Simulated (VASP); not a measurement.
Runs of VASP 6.6.1 on HfC. Symmetry: Imm2, No. 44, orthorhombic system. Conventional cell: a = 2.793 Å, b = 4.994 Å, c = 3.695 Å, α = 90.00°, β = 90.00°, γ = 90.00°. Hf (site symmetry mm2) has 2 C at 1.80 Å within 2.4 Å. C (site symmetry mm2) has 2 Hf at 1.80 Å within 2.4 Å. 

```csv
task,level,cell,cutoff (eV),smearing,gap on the mesh (eV),pressure (GPa),relaxed volume (Å³/atom),largest force (eV/Å)
single point,PBE,as given,520,gaussian 0.021 eV,0.36,68.0,-,11.76
single point,r2SCAN,as given,520,fermi-dirac 0.05 eV,(a),65.8,-,11.59
relaxation of cell and atoms,revPBE,relaxed,600,fermi-dirac 0.05 eV,none,0.0,12.69,-
relaxation of cell and atoms,BLYP,relaxed,600,fermi-dirac 0.05 eV,none,0.0,12.97,0.01
single point,PBE,as given,520,gaussian 0.024 eV,0.36,68.0,-,11.76
single point,PBE,as given,520,gaussian 0.022 eV,0.36,68.0,-,11.76
single point,PBE,as given,520,gaussian 0.023 eV,0.36,68.0,-,11.76
```

Alike in all rows: potentials or basis VASP PAW PBE potentials, release 64 (Hf_pv, C); no spin polarisation; k mesh 12 × 12 × 12.

**Question.** Estimate the missing entries.

**Answer.** (a) 0.61.

Caveats: spin-orbit coupling is left out, which moves the levels of the heavy elements; the cell stands under pressure (at least some runs); forces of over 1 eV/Å act on the atoms, so gaps and moduli don't describe the material at rest (at least some runs); the PAW data sets were made with another functional, which shifts forces and pressure a little (at least some runs).

A k mesh can miss the band edges, and the runs leave out spin-orbit coupling on Hf.

A gap of «none» marks levels without a gap at the run's occupations.
